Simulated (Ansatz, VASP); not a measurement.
Li2Se: VASP beside Ansatz

Contents of INCAR:

```
SYSTEM = Li2Se
  PREC = Accurate
  ENCUT = 750
  EDIFF = 1E-6
  ISMEAR = 0
  SIGMA = 0.01
  LREAL = .False.
  LASPH = .True.
  NELM = 120
  ALGO = Normal
  ISIF = 2
  LWAVE = .False.
  LCHARG = .False.
  GGA = PE
  NBANDS = 13
  GGA_COMPAT = .False.
```

File KPOINTS:

```
Automatic mesh
0
Gamma
  6 6 6
  0 0 0
```

The input POSCAR:

```
Li2Se
1.0
    0.0000000000      3.0025000000      3.0025000000
    3.0025000000      0.0000000000      3.0025000000
    3.0025000000      3.0025000000      0.0000000000
Li Se
2 1
Direct
    0.2500000000      0.2500000000      0.2500000000
    0.7500000000      0.7500000000      0.7500000000
    0.0000000000      0.0000000000      0.0000000000
```

Input for Ansatz:

```yaml
crystal:
  lattice:
    - [0.0, 3.0025, 3.0025]
    - [3.0025, 0.0, 3.0025]
    - [3.0025, 3.0025, 0.0]
  atoms:
    - { symbol: Li, position: [0.25, 0.25, 0.25] }
    - { symbol: Li, position: [0.75, 0.75, 0.75] }
    - { symbol: Se, position: [0.0, 0.0, 0.0] }
kpoints:
  mp_grid: { grid: [6, 6, 6] }
hamiltonian:
  xc: pbe
scf:
  occupations: { method: fixed }
  n_extra_bands: 4
output:
  forces: true
  stress: true
  eigenvalues: true
```

Alike in both runs: task single point; functional PBE; k mesh 6 × 6 × 6; no spin polarisation.

|  | VASP | Ansatz |
| --- | --- | --- |
| version | VASP 6.6.1 | Ansatz 0.2.0 |
| potentials or method | VASP PAW PBE potentials, release 64 (Li_sv, Se) | plane waves, PAW |
| plane-wave cutoff (eV) | 750 | 420 |
| occupations | gaussian, width 0.01 eV | fixed |
| valence electrons in the cell | 12 | 22 |

|  | VASP | Ansatz | Ansatz less VASP |
| --- | --- | --- | --- |
| gap on the k mesh at the Fermi level (eV) | 2.97 | 2.98 | +0.006 |
| pressure (GPa) | 0.0 | 0.0 | +0.06 |

VASP's potentials hold 12 valence electrons a cell and Ansatz's 22, so a difference there can come from the potentials and not from the codes.
